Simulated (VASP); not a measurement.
Zn:

```
Zn
1.0
     0.00000    1.96478    1.96478
     1.96478    0.00000    1.96478
     1.96478    1.96478    0.00000
Zn
1
Direct
  0.00000 0.00000 0.00000
```

```yaml
Program: VASP 6.6.1
Task: relaxation of cell and atoms
Functional: PBE
Dispersion: D3(BJ)
Potentials_or_basis: VASP PAW PBE potentials, release 64 (Zn)
Cutoff: 600 eV
k_mesh: 18 × 18 × 18
Occupations: gaussian, width 0.1 eV
Spin: no spin polarisation
```

At the start: pressure -4.1 GPa; volume 15.17 Å³/atom.

Task: How do energy, volume and symmetry change on relaxing?

Result: Over 5 steps the energy falls by 12.2 meV/atom and the volume is 14.31 Å³/atom (-5.7 %); space group Fm-3m (No. 225, to 0.05 Å).

Step by step:
| step | energy change (eV) | largest force (eV/Å) | pressure (GPa) | volume (Å³) |
| --- | --- | --- | --- | --- |
| 1 | 0.0000 | 0.0000 | -4.15 | 15.17 |
| 2 | -0.0121 | 0.0000 | -0.31 | 14.32 |
| 3 | -0.0121 | 0.0000 | 0.21 | 14.27 |
| 4 | -0.0122 | 0.0000 | 0.06 | 14.29 |
| 5 | -0.0122 | 0.0000 | -0.04 | 14.31 |

Final structure:
```
Zn
1.0
     0.00000    1.92679    1.92679
     1.92679    0.00000    1.92679
     1.92679    1.92679    0.00000
Zn
1
Cartesian
  0.0000 0.0000 0.0000
```

Caveat: pairwise dispersion overbinds metals, which lowers pressure and volume.
